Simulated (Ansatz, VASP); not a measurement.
BeTe in VASP and in Ansatz

The input POSCAR:

```
BeTe
1.0
    0.0000000000      2.8286236224      2.8286236224
    2.8286236224      0.0000000000      2.8286236224
    2.8286236224      2.8286236224      0.0000000000
Be Te
1 1
Direct
    0.0000000000      0.0000000000      0.0000000000
    0.2500000000      0.2500000000      0.2500000000
```

Contents of INCAR.step1:

```
ALGO     = Normal         # electronic algorithm
EDIFF    = 1E-5           # SCF threshold, eV
ENCUT    = 520            # plane-wave cutoff, eV
GGA      = PE             # functional
ISIF     = 2              # what is computed and relaxed
ISMEAR   = 0              # smearing method
LASPH    = True           # aspherical terms in the spheres
LCHARG   = False          # write CHGCAR
LREAL    = False          # projectors in reciprocal space
LWAVE    = True           # write WAVECAR
NBANDS   = 11             # bands
NELM     = 100            # most SCF steps
PREC     = Accurate       # precision mode
SIGMA    = 0.01           # smearing width, eV
```

File INCAR.step2:

```
AEXX     = 0.25           # exact-exchange fraction
ALGO     = Normal         # electronic algorithm
EDIFF    = 1E-6           # SCF threshold, eV
ENCUT    = 520            # plane-wave cutoff, eV
GGA      = PE             # functional
ISIF     = 2              # what is computed and relaxed
ISMEAR   = 0              # smearing method
ISTART   = 1            
LASPH    = True           # aspherical terms in the spheres
LCHARG   = False          # write CHGCAR
LHFCALC  = True           # exact exchange
LREAL    = False          # projectors in reciprocal space
LWAVE    = False          # write WAVECAR
NBANDS   = 11             # bands
NELM     = 100            # most SCF steps
PREC     = Accurate       # precision mode
PRECFOCK = Normal       
SIGMA    = 0.01           # smearing width, eV
```

The input KPOINTS:

```
k-points
0
Gamma
  6 6 6
```

Input for Ansatz:

```yaml
crystal:
  lattice:
    - [0.0, 2.8286236224, 2.8286236224]
    - [2.8286236224, 0.0, 2.8286236224]
    - [2.8286236224, 2.8286236224, 0.0]
  atoms:
    - { symbol: Be, position: [0.0, 0.0, 0.0] }
    - { symbol: Te, position: [0.25, 0.25, 0.25] }
kpoints:
  mp_grid: { grid: [6, 6, 6] }
  band_path:
    path:
      - [0.0, 0.0, 0.0]
      - [-0.5, -0.5, 0.0]
      - [-0.375, -0.375, 0.25]
      - [-0.375, 0.0, 0.375]
      - [0.0, 0.0, 0.5]
      - [-0.5, -0.25, 0.25]
      - [0.0, 0.5, 0.5]
    npoints: 1
hamiltonian:
  xc: pbe0
scf:
  occupations: { method: fixed }
  n_extra_bands: 4
output:
  forces: true
  stress: true
  eigenvalues: true
  write_density: true
  write_potential: true
  elf: true
  volumetric_format: npy
```

Alike in both runs: task single point; functional PBE0; k mesh 6 × 6 × 6; no spin polarisation.

|  | VASP | Ansatz |
| --- | --- | --- |
| version | VASP 6.6.1 | Ansatz 0.2.0 |
| potentials or method | VASP PAW PBE potentials, release 64 (Be, Te) | plane waves, PAW |
| plane-wave cutoff (eV) | 520 | 420 |
| occupations | gaussian, width 0.01 eV | fixed |
| valence electrons in the cell | 8 | 18 |

Ansatz gave:

| Item | Value |
| --- | --- |
| gap on the k mesh at the Fermi level (eV) | 3.35 |
| pressure (GPa) | -0.8 |

**Question.** What did VASP give for the same quantities?

**Answer.** gap on the k mesh at the Fermi level (eV): 3.34; pressure (GPa): -1.0.

VASP's potentials hold 8 valence electrons a cell and Ansatz's 18, so a difference there can come from the potentials and not from the codes. Ansatz's warnings: stress exchange threshold loose, stress scf threshold loose.

Neither program's run includes spin-orbit coupling.
